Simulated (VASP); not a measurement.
Input of a VASP 6.6.1 run:

INCAR

```
ALGO = Fast
DIPOL = 0.5 0.5 0.337
EDIFF = 1E-6
EDIFFG = -0.025
ENCUT = 520
GGA = PE
IBRION = 2
IDIPOL = 3
ISIF = 2
ISMEAR = 0
LASPH = True
LCHARG = False
LDIPOL = True
LREAL = False
LWAVE = False
NELM = 100
NSW = 36
PREC = Accurate
SIGMA = 0.1
```

KPOINTS

```
k-points
0
Gamma
  9 6 1
```

The input POSCAR:

```
Nb4H
1.0
    2.9829001615      0.0000000000      0.0000000000
    0.0000000000      4.2184578637      0.0000000000
    0.0000000000      0.0000000000     19.8127690725
Nb H
4 1
Selective dynamics
Direct
    0.5000000000      0.5000000000      0.2018900026  F F F
    0.0000000000      0.0000000000      0.2771672178  F F F
    0.5000000000      0.5000000000      0.3569599732  F F F
    0.0000000000      0.0000000000      0.4195662425  F F F
    0.5000000000      0.3000000000      0.4313335853  F F T
```

Potentials or basis: VASP PAW PBE potentials, release 64 (Nb_sv, H).

Launch:

```bash
$ cat potpaw_PBE.64/Nb_sv/POTCAR potpaw_PBE.64/H/POTCAR > POTCAR
$ mpirun -np 1 vasp_std > vasp.out
```

(1) What does it give for the energy gained by relaxing?

(2) Predict the band gap on the k mesh.

Results:

(1) 62.9 meV/atom.

(2) zero (an odd number of electrons rules out a gap without spin polarisation).
